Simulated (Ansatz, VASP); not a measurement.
One calculation of SiC, two programs

The input POSCAR:

```
SiC
1.0
    3.1080275928      0.0000000000      0.0000000000
   -1.5540137964      2.6916308511      0.0000000000
    0.0000000000      0.0000000000     10.1764969048
Si C
4 4
Direct
    0.6666666667      0.3333333333      0.9378415250
    0.3333333333      0.6666666667      0.4378415250
    0.0000000000      0.0000000000      0.6878903876
    0.0000000000      0.0000000000      0.1878903876
    0.6666666667      0.3333333333      0.7498007830
    0.3333333333      0.6666666667      0.2498007830
    0.0000000000      0.0000000000      0.5004663044
    0.0000000000      0.0000000000      0.0004663044
```

Contents of INCAR.step1:

```
PREC = Accurate ; ENCUT = 520
ISMEAR = 0 ; SIGMA = 0.01
LREAL = False ; LASPH = True
NELM = 80 ; NBANDS = 26
GGA = PE ; ALGO = Normal
EDIFF = 1E-4 ; LWAVE = True
LCHARG = False
```

Contents of INCAR.step2:

```
PREC = Accurate ; ENCUT = 520
EDIFF = 1E-7 ; ISMEAR = 0
SIGMA = 0.01 ; LREAL = False
LASPH = True ; NELM = 80
ALGO = Normal ; ISIF = 2
LWAVE = False ; LCHARG = False
METAGGA = R2SCAN ; LMIXTAU = True
NBANDS = 26 ; ISTART = 1
```

KPOINTS

```
Automatic mesh
0
Gamma
  9 9 2
```

Input for Ansatz:

```yaml
crystal:
  lattice:
    - [3.1080275928, 0.0, 0.0]
    - [-1.5540137964, 2.6916308511, 0.0]
    - [0.0, 0.0, 10.1764969048]
  atoms:
    - { symbol: Si, position: [0.6666666667, 0.3333333333, 0.937841525] }
    - { symbol: Si, position: [0.3333333333, 0.6666666667, 0.437841525] }
    - { symbol: Si, position: [0.0, 0.0, 0.6878903876] }
    - { symbol: Si, position: [0.0, 0.0, 0.1878903876] }
    - { symbol: C, position: [0.6666666667, 0.3333333333, 0.749800783] }
    - { symbol: C, position: [0.3333333333, 0.6666666667, 0.249800783] }
    - { symbol: C, position: [0.0, 0.0, 0.5004663044] }
    - { symbol: C, position: [0.0, 0.0, 0.0004663044] }
kpoints:
  mp_grid: { grid: [9, 9, 2] }
hamiltonian:
  xc: r2scan
scf:
  occupations: { method: fixed }
  n_extra_bands: 6
output:
  forces: true
  stress: true
  eigenvalues: true
```

Alike in both runs: task single point; functional r2SCAN; k mesh 9 × 9 × 2; no spin polarisation.

```csv
,VASP,Ansatz
version,VASP 6.6.1,Ansatz 0.2.0
potentials or method,"VASP PAW PBE potentials, release 64 (Si, C)","plane waves, PAW"
plane-wave cutoff (eV),520,500
occupations,"gaussian, width 0.01 eV",fixed
valence electrons in the cell,32,32
```

Ansatz gave:

- gap on the k mesh at the Fermi level (eV): 2.70
- pressure (GPa): -6.4
- traceless stress, the component that is largest in VASP (GPa): 0.06
- rms of the force components (eV/Å): 0.003

Estimate VASP's values.

gap on the k mesh at the Fermi level (eV): 2.71; pressure (GPa): -6.5; traceless stress, the component that is largest in VASP (GPa): 0.06; rms of the force components (eV/Å): 0.004.

VASP's potentials were made for PBE, not for r2SCAN. Atom by atom the forces differ by 0.001 eV/Å (rms over components).
